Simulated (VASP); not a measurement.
Input of a VASP 6.6.1 run:

INCAR

```
PREC = Accurate
ENCUT = 500
EDIFF = 1E-6
ISMEAR = 0
SIGMA = 0.01
LREAL = F
LASPH = T
NELM = 120
ALGO = Normal
ISIF = 2
LWAVE = F
LCHARG = T
GGA = PE
LELF = T
LVHAR = T
NBANDS = 15
GGA_COMPAT = F
```

Contents of KPOINTS:

```
regular mesh
0
Gamma
  6 6 6
```

The input POSCAR:

```
CsCl
1.0
    4.1368327316      0.0000000000      0.0000000000
    0.0000000000      4.1368327316      0.0000000000
    0.0000000000      0.0000000000      4.1368327316
Cs Cl
1 1
Direct
    0.0000000000      0.0000000000      0.0000000000
    0.5000000000      0.5000000000      0.5000000000
```

Potentials or basis: VASP PAW PBE potentials, release 64 (Cs_sv, Cl).

Run with:

```console
$ cat potpaw_PBE.64/Cs_sv/POTCAR potpaw_PBE.64/Cl/POTCAR > POTCAR
$ mpirun -np 1 vasp_std > vasp.out
```

What does it give for the pressure?

0.8 GPa.

What does it give for the band gap on the k mesh?

5.21 eV, direct.

Caveat: spin-orbit coupling is left out, which moves the levels of the heavy elements. A hybrid or GW would open this gap; PBE tends to underestimate it.
